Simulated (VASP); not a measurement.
PbS, 2 atoms in the cell. It takes space group I4/mmm (No. 139, tetragonal). Conventional cell: a = 4.225 Å, b = 4.225 Å, c = 5.945 Å, α = 90.00°, β = 90.00°, γ = 90.00°. Pb (site symmetry 4/mmm) has 6 S at 2.97 to 2.99 Å within 3.9 Å. Within 3.9 Å of S (site symmetry 4/mmm) lie 6 Pb at 2.97 to 2.99 Å.  This cell differs from its parent crystal: uniaxial x strain -0.5%.

| Property | Result |
| --- | --- |
| Program | VASP 6.6.1 |
| Task | single point |
| Functional | PBE |
| Potentials or basis | VASP PAW PBE potentials, release 64 (Pb_d, S) |
| Cutoff | 520 eV |
| k mesh | 4 × 4 × 4 |
| Occupations | gaussian, width 0.01 eV |
| Spin | no spin polarisation |
| Dipole correction | no |
| Further INCAR settings | ALGO = Normal; EDIFF = 1e-06; NBANDS = 17 |

Potentials or basis: VASP PAW PBE potentials, release 64 (Pb_d, S).

The run is started by

```console
$ cat potpaw_PBE.64/Pb_d/POTCAR potpaw_PBE.64/S/POTCAR > POTCAR
$ mpirun -np 1 vasp_std > vasp.out
```

Hardware: 1 thread of Intel Xeon 8259CL, on a shared host.

Task: Estimate the wall time of this run.

Result: Wall time 11 s on 1 thread of Intel Xeon 8259CL, on a shared host, peak memory 0.17 GiB. Counts: scf iterations 12, k points 13.
